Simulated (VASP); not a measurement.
**Ag: single point with LDA**

Crystal: Ag.

```xyz
1
Lattice="0.0000 2.0026 2.0026 2.0026 0.0000 2.0026 2.0026 2.0026 0.0000" Properties=species:S:1:pos:R:3 pbc="T T T"
Ag    0.0000    0.0000    0.0000
```

| Property | Result |
| --- | --- |
| Program | VASP 6.6.1 |
| Task | single point |
| Functional | LDA |
| Potentials or basis | VASP PAW LDA potentials, release 64 (Ag) |
| Cutoff | 520 eV |
| k mesh | 8 × 8 × 8 |
| Occupations | gaussian, width 0.1 eV |
| Spin | no spin polarisation |
| Dipole correction | no |
| Further INCAR settings | ALGO = Normal; EDIFF = 1e-07; NBANDS = 12 |

```json
{
  "Pressure": "0.5 GPa"
}
```

Levels at points of the mesh, in eV from the Fermi level:
```
           k point  band 2  band 3  band 4  band 5  band 6  band 7  band 8  band 9  band 10  band 11
(0.00, 0.00, 0.00)   -4.84   -4.84   -4.84   -3.67   -3.67   16.28   20.15   20.15    20.15    25.32
(0.50, 0.00, 0.00)   -4.86   -4.86   -2.77   -2.77   -0.45    4.07   15.55   18.49    18.49    23.90
(0.50, 0.50, 0.00)   -6.51   -2.80   -2.54   -2.54    1.64    7.35   11.01   11.01    18.14    18.22
```

Run time: 3.3 s on 1 thread of Intel(R) Xeon(R) 6975P-C (Granite Rapids), with other jobs on the host, peak memory 0.12 GiB.
